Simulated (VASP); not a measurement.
# WS2 in VASP: vibrations by perturbation theory with LDA

Aim: the vibrations by perturbation theory of WS2 with LDA.

Program: VASP 6.6.1. These are calculated values, not measurements. Logs are shortened: lines on timing, memory, paths and dates and some standing lists are left out, and cuts for length are marked.

### Step 1. The cell of the first run

The cell holds a slab with vacuum, 3 atoms: a = 3.160 Å, b = 3.160 Å, c = 20.000 Å, α = 90.00°, β = 90.00°, γ = 120.00°.

### Step 2. Vibrations by perturbation theory, LDA

The input, INCAR:

```
SYSTEM = WS2
PREC     = Accurate       ! precision mode
ENCUT    = 520            ! plane-wave cutoff, eV
EDIFF    = 1E-8           ! SCF threshold, eV
ISMEAR   = 0              ! smearing method
SIGMA    = 0.01           ! smearing width, eV
LREAL    = .False.        ! projectors in reciprocal space
LASPH    = .True.         ! aspherical terms in the spheres
NELM     = 60             ! most SCF steps
ALGO     = Normal         ! electronic algorithm
ISIF     = 2              ! what is computed and relaxed
LWAVE    = .False.        ! write WAVECAR
LCHARG   = .False.        ! write CHGCAR
GGA      = CA             ! functional
NBANDS   = 20             ! bands
IBRION   = 8              ! ionic algorithm
NSW      = 1              ! ionic steps
```

The input, KPOINTS:

```
Automatic mesh
0
Gamma
  12 12 1
  0 0 0
```

The input, POSCAR:

```
WS2
1.0
    3.1600000000      0.0000000000      0.0000000000
   -1.5800000000      2.7366402760      0.0000000000
    0.0000000000      0.0000000000     20.0000000000
W S
1 2
Direct
    0.3333333333      0.6666666667      0.5000000000
    0.6666666667      0.3333333333      0.5773900845
    0.6666666667      0.3333333333      0.4226099155
```

Potentials or basis: VASP PAW LDA potentials, release 64 (W_sv, S).

On the command line:

```console
cat potpaw_LDA.64/W_sv/POTCAR potpaw_LDA.64/S/POTCAR > POTCAR
mpirun -np 1 vasp_std > vasp.out
```

OUTCAR:

```text
SYSTEM = WS2
   PREC = Accurate
   ENCUT = 520
   EDIFF = 1E-8
   ISMEAR = 0
   LREAL = .False.
   LASPH = .True.
   NELM = 60
   ISIF = 2
   GGA = CA
   IBRION = 8
   NSW = 1

 ion  position               nearest neighbor table
   1  0.333  0.667  0.500-   2 2.39   3 2.39   2 2.39   3 2.39   2 2.39   3 2.39
   2  0.667  0.333  0.577-   1 2.39   1 2.39   1 2.39
   3  0.667  0.333  0.423-   1 2.39   1 2.39   1 2.39

  LATTYP: Found a hexagonal cell.
 ALAT       =     3.1600000000
 C/A-ratio  =     6.3291139241

  Lattice vectors:

 A1 = (   3.1600000000,   0.0000000000,   0.0000000000)
 A2 = (  -1.5800000000,   2.7366402760,   0.0000000000)
 A3 = (   0.0000000000,   0.0000000000,  20.0000000000)

Analysis of symmetry for initial positions (statically):
=====================================================================
 Subroutine PRICEL returns:
 Original cell was already a primitive cell.

 Routine SETGRP: Setting up the symmetry group for a
 hexagonal supercell.

 Subroutine GETGRP returns: Found 12 space group operations
 (whereof 12 operations were pure point group operations)
 out of a pool of 24 trial point group operations.

The static configuration has the point symmetry D_3h.

Analysis of symmetry for dynamics (positions and initial velocities):
=====================================================================
 Subroutine PRICEL returns:
 Original cell was already a primitive cell.

 Routine SETGRP: Setting up the symmetry group for a
 hexagonal supercell.

 Subroutine GETGRP returns: Found 12 space group operations
 (whereof 12 operations were pure point group operations)
 out of a pool of 24 trial point group operations.

The dynamic configuration has the point symmetry D_3h.

 Subroutine INISYM returns: Found 12 space group operations
 (whereof 12 operations are pure point group operations),
 and found     1 'primitive' translations

----------------------------------------------------------------------------------------

                                     Primitive cell

  volume of cell :     172.9557

  direct lattice vectors                    reciprocal lattice vectors
     3.160000000  0.000000000  0.000000000     0.316455696  0.182705781  0.000000000
    -1.580000000  2.736640276  0.000000000     0.000000000  0.365411563  0.000000000
     0.000000000  0.000000000 20.000000000     0.000000000  0.000000000  0.050000000

  length of vectors
     3.160000000  3.160000000 20.000000000     0.365411563  0.365411563  0.050000000

  position of ions in fractional coordinates (direct lattice)
     0.333333333  0.666666667  0.500000000
     0.666666667  0.333333333  0.577390085
     0.666666667  0.333333333  0.422609915

  ion indices of the primitive-cell ions
   primitive index   ion index
                 1           1
                 2           2
                 3           3

----------------------------------------------------------------------------------------

 KPOINTS: Automatic mesh

Automatic generation of k-mesh.
 Grid dimensions read from file:
 generate k-points for:   12   12    1

 Generating k-lattice:

  Cartesian coordinates                     Fractional coordinates (reciprocal lattice)
[... 85 lines left out ...]
 non-spin polarized calculation
 Gauss-broadening in eV      SIGMA  =   0.01
  energy-cutoff  :      520.00
  volume of cell :      172.96
 maximum number of plane-waves:      4676
 NGX is ok and might be reduce to    24
   NGX = 11   NGY = 11   NGZ = 75

--------------------------------------- Ionic step        1  -------------------------------------------

 number of electron      25.9999997 magnetization

 Free energy of the ion-electron system (eV)
  ---------------------------------------------------
  ext. energy  EPLUGINS =         0.00000000
  ---------------------------------------------------
  free energy    TOTEN  =       -26.14251512 eV

  energy without entropy =      -26.14251512  energy(sigma->0) =      -26.14251512

 E-fermi :  -1.9317     XC(G=0):  -3.9467

 val. band max:       -2.0978331547   @ k =   0.3333   0.3333   0.0000
 cond. band min:      -0.2602737911   @ k =   0.3333   0.3333   0.0000
 fundamental gap:      1.8375593636
 Fermi energy:        -1.9316590565

 k-point     1 :       0.0000    0.0000    0.0000
  band No.  band energies     occupation
      1     -75.5698      2.00000
      2     -40.1059      2.00000
      3     -39.9251      2.00000
      4     -39.9251      2.00000
      5     -16.8872      2.00000
      6     -15.1321      2.00000
[... 426 lines left out ...]
     19       5.0673      0.00000
     20       7.2084      0.00000

------------------------ aborting loop because EDIFF is reached ----------------------------------------

  FORCE on cell =-STRESS in cart. coord.  units (eV):
  Direction    XX          YY          ZZ          XY          YZ          ZX
  --------------------------------------------------------------------------------------
  -------------------------------------------------------------------------------------
  Total       -0.9660908     -0.9660908      0.1205172     -0.0000000      0.0000000     -0.0000000
  in kB       -8.9493962     -8.9493962      1.1164128     -0.0000000      0.0000000     -0.0000000
  external PRESSURE =      -5.5941266 kB  Pullay stress =       0.0000000 kB

 VOLUME and BASIS-vectors are now :
 -----------------------------------------------------------------------------
  energy-cutoff  :      520.00
  volume of cell :      172.96
      direct lattice vectors                 reciprocal lattice vectors
     3.160000000  0.000000000  0.000000000     0.316455696  0.182705781  0.000000000
    -1.580000000  2.736640276  0.000000000     0.000000000  0.365411563  0.000000000
     0.000000000  0.000000000 20.000000000     0.000000000  0.000000000  0.050000000

 POSITION                                       TOTAL-FORCE (eV/Angst)
 -----------------------------------------------------------------------------------
     -0.00000      1.82443     10.00000         0.000000      0.000000      0.000000
      1.58000      0.91221     11.54780        -0.000000     -0.000000      0.047983
      1.58000      0.91221      8.45220        -0.000000     -0.000000     -0.047983
 -----------------------------------------------------------------------------------
    total drift:                               -0.000000      0.000000     -0.000000

  FREE ENERGIE OF THE ION-ELECTRON SYSTEM (eV)
  ---------------------------------------------------
  free  energy   TOTEN  =       -26.1425151250 eV

  energy  without entropy=      -26.1425151250  energy(sigma->0) =      -26.14251512

[... ionic steps 2 to 3 ...]

--------------------------------------- Ionic step        4  -------------------------------------------

------------------------ aborting loop because EDIFF is reached ----------------------------------------
[... 11 lines left out ...]
[... ionic steps 8 to 8 ...]

--------------------------------------- Ionic step        9  -------------------------------------------

 Free energy of the ion-electron system (eV)
  ---------------------------------------------------
  ---------------------------------------------------
  free energy    TOTEN  =        -0.15395537 eV

  energy without entropy =       -0.15395537

------------------------ aborting loop because EDIFF is reached ----------------------------------------

 INTERNAL STRAIN TENSOR  FOR ION    2  DIRECTION 3   (eV/Angst):
 -----------------------------------------------------------------------------
   -11.93914 -0.00000  0.00000
     0.00000-11.93914  0.00000
     0.00000  0.00000-32.13549

 INTERNAL STRAIN TENSOR FOR ION    3 for displacements in x,y,z  (eV/Angst):
          X           Y           Z          XY          YZ          ZX
  --------------------------------------------------------------------------------
  x    -0.00000     0.00000     0.00000     3.61340     0.00000    15.08350
  y     3.61340    -3.61340     0.00000     0.00000    16.46099     0.00000
  z    11.93914    11.93914    32.13549     0.00000    -0.00000    -0.00000

 SECOND DERIVATIVES (NOT SYMMETRIZED)
 ------------------------------------
               1X          1Y          1Z          2X          2Y          2Z          3X          3Y          3Z
  1X   -22.263377    0.000000    0.000000   11.131688   -0.000000    0.000000   11.131688   -0.000000    0.000000
  1Y     0.000000  -22.263377    0.000000    0.000000   11.131688   -0.000000    0.000000   11.131688    0.000000
  1Z     0.000000    0.000000  -33.596714    0.000000    0.000000   16.798357   -0.000000   -0.000000   16.798357
  2X    11.138098    0.000000    0.000000  -10.776558   -0.000000    0.000000   -0.361540    0.000000   -0.000000
  2Y     0.000000   11.138098    0.000000    0.000000  -10.776558   -0.000000    0.000000   -0.361540   -0.000000
  2Z     0.000000   -0.000000   16.798036    0.000000   -0.000000  -18.799508    0.000000   -0.000000    2.001472
  3X    11.138098    0.000000    0.000000   -0.361540    0.000000    0.000000  -10.776558    0.000000    0.000000
  3Y     0.000000   11.138098    0.000000    0.000000   -0.361540    0.000000    0.000000  -10.776558    0.000000
  3Z     0.000000   -0.000000   16.798036    0.000000    0.000000    2.001472   -0.000000   -0.000000  -18.799508

 Eigenvectors and eigenvalues of the dynamical matrix
 ----------------------------------------------------

   1 f  =   13.141257 THz    82.568955 2PiTHz  438.345161 cm-1    54.347849 meV
             X         Y         Z           dx          dy          dz
     -0.000000  1.824427 10.000000    -0.000000   -0.000000   -0.508546
      1.580000  0.912213 11.547802     0.000000    0.000000    0.608843
      1.580000  0.912213  8.452198     0.000000    0.000000    0.608843
[... 43 lines left out ...]
   9 f/i=    0.001348 THz     0.008472 2PiTHz    0.044976 cm-1     0.005576 meV
             X         Y         Z           dx          dy          dz
     -0.000000  1.824427 10.000000    -0.464493    0.725080    0.000000
      1.580000  0.912213 11.547802    -0.193930    0.302727    0.000000
      1.580000  0.912213  8.452198    -0.193930    0.302727    0.000000

--------------------------------------------------------------------------------------------------------

 ELASTIC MODULI CONTR FROM IONIC RELAXATION (kBar)
 Direction    XX          YY          ZZ          XY          YZ          ZX
 --------------------------------------------------------------------------------
 XX        -146.5888   -107.3321   -341.7277      0.0000      0.0000      0.0000
 YY        -107.3321   -146.5888   -341.7277     -0.0000     -0.0000     -0.0000
 ZZ        -341.7277   -341.7277   -919.7970     -0.0000      0.0000     -0.0000
 XY           0.0000     -0.0000     -0.0000    -19.6283     -0.0000     -0.0000
 YZ           0.0000      0.0000      0.0000     -0.0000   -482.0121      0.0000
 ZX           0.0000     -0.0000     -0.0000     -0.0000      0.0000   -404.7155
 --------------------------------------------------------------------------------
```

Wall time 14 min (1 thread of Intel Xeon Platinum 8375C at 2.90GHz (Ice Lake), shared host); peak memory 0.67 GiB.

Results:

```yaml
Highest_phonon_frequency_at_Γ_LO-TO_splitting_left_out: 438 cm⁻¹
```

Phonon frequencies in cm⁻¹ (negative: imaginary):
```
              q point                    frequencies
(0.000, 0.000, 0.000)  0 0 0 297 297 357 357 420 438
```

Caveat: there is no dipole correction, which matters where the two faces differ; spin-orbit coupling is left out, which moves the levels of the heavy elements.
